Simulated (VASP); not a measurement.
Here is a VASP 6.6.1 calculation.

File INCAR:

```
SYSTEM = PbSe
  PREC = Accurate
  ENCUT = 520
  EDIFF = 1E-6
  ISMEAR = -1
  SIGMA = 0.05
  LREAL = .FALSE.
  LASPH = .TRUE.
  NELM = 150
  ALGO = Normal
  ISIF = 2
  LWAVE = .FALSE.
  LCHARG = .FALSE.
  MAGMOM = 0 0 0 0 0 0
  LORBIT = 11
  LSORBIT = .TRUE.
  GGA_COMPAT = .FALSE.
  LORBMOM = .TRUE.
  NBANDS = 32
```

KPOINTS

```
regular mesh
0
G
  6 6 6
  0 0 0
```

File POSCAR:

```
PbSe
1.0
    0.0000000000      3.0606500000      3.0606500000
    3.0606500000      0.0000000000      3.0606500000
    3.0606500000      3.0606500000      0.0000000000
Pb Se
1 1
Direct
    0.0000000000      0.0000000000      0.0000000000
    0.5000000000      0.5000000000      0.5000000000
```

Potentials or basis: VASP PAW LDA potentials, release 64 (Pb_d, Se).

The run is started by

```bash
$ cat potpaw_LDA.64/Pb_d/POTCAR potpaw_LDA.64/Se/POTCAR > POTCAR
$ mpirun -np 1 vasp_ncl > vasp.out
```

Estimate the net moment.

0.00 μB per cell.

Predict the pressure.

-2.5 GPa.

Moments on the atoms (μB; x, y, z):
```
Pb  0.00 0.00 0.00
Se  0.00 0.00 0.00
```
